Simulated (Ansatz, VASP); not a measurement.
Two plane-wave programs on CdTe

The input POSCAR:

```
CdTe
1.0
    0.0000000000      3.2471758892      3.2471758892
    3.2471758892      0.0000000000      3.2471758892
    3.2471758892      3.2471758892      0.0000000000
Te Cd
1 1
Direct
    0.7500000000      0.7500000000      0.7500000000
    0.0000000000      0.0000000000      0.0000000000
```

File INCAR.step1:

```
PREC     = Accurate       # precision mode
ENCUT    = 520            # plane-wave cutoff, eV
EDIFF    = 1E-5           # SCF threshold, eV
ISMEAR   = -1             # smearing method
SIGMA    = 0.05           # smearing width, eV
LREAL    = False          # projectors in reciprocal space
LASPH    = True           # aspherical terms in the spheres
NELM     = 100            # most SCF steps
ALGO     = Normal         # electronic algorithm
ISIF     = 2              # what is computed and relaxed
LWAVE    = True           # write WAVECAR
LCHARG   = False          # write CHGCAR
NBANDS   = 16             # bands
GGA      = PE             # functional
```

Contents of INCAR.step2:

```
PREC     = Accurate       # precision mode
ENCUT    = 520            # plane-wave cutoff, eV
EDIFF    = 1E-7           # SCF threshold, eV
ISMEAR   = -1             # smearing method
SIGMA    = 0.05           # smearing width, eV
LREAL    = False          # projectors in reciprocal space
LASPH    = True           # aspherical terms in the spheres
NELM     = 100            # most SCF steps
ALGO     = Normal         # electronic algorithm
ISIF     = 2              # what is computed and relaxed
LWAVE    = False          # write WAVECAR
LCHARG   = False          # write CHGCAR
GGA      = PE             # functional
LHFCALC  = True           # exact exchange
AEXX     = 1.0            # exact-exchange fraction
ALDAC    = 0.0          
AGGAC    = 0.0          
PRECFOCK = Normal       
NBANDS   = 16             # bands
ISTART   = 1
```

The input KPOINTS:

```
Automatic mesh
0
Gamma
  4 4 4
```

File input.yaml:

```yaml
crystal:
  lattice:
    - [0.0, 3.2471758892, 3.2471758892]
    - [3.2471758892, 0.0, 3.2471758892]
    - [3.2471758892, 3.2471758892, 0.0]
  atoms:
    - { symbol: Te, position: [0.75, 0.75, 0.75] }
    - { symbol: Cd, position: [0.0, 0.0, 0.0] }
hamiltonian:
  xc: hf
  pseudopotentials: { kind: paw }
kpoints:
  mp_grid: { grid: [4, 4, 4] }
scf:
  occupations: { method: fermi_dirac, width: 0.05 }
output:
  forces: true
  stress: true
  eigenvalues: true
```

Alike in both runs: task single point; functional HF; k mesh 4 × 4 × 4; occupations fermi-dirac, width 0.05 eV; no spin polarisation.

|  | VASP | Ansatz |
| --- | --- | --- |
| version | VASP 6.6.1 | Ansatz 0.2.0 |
| potentials or method | VASP PAW PBE potentials, release 64 (Te, Cd) | Ansatz PAW |
| plane-wave cutoff (eV) | 520 | 420 |
| valence electrons in the cell | 18 | 36 |

|  | VASP | Ansatz | Ansatz less VASP |
| --- | --- | --- | --- |
| gap on the k mesh at the Fermi level (eV) | 6.72 | 7.45 | +0.728 |
| least direct gap on the mesh (eV) | 6.72 | 7.45 | +0.728 |
| pressure (GPa) | 3.8 | 5.6 | +1.89 |

VASP's potentials were made for PBE, not for HF. One of these differences is far larger than is usual between the two programs; its cause wasn't traced. VASP's potentials hold 18 valence electrons a cell and Ansatz's 36, so a difference there can come from the potentials and not from the codes.

Neither program's run includes spin-orbit coupling.
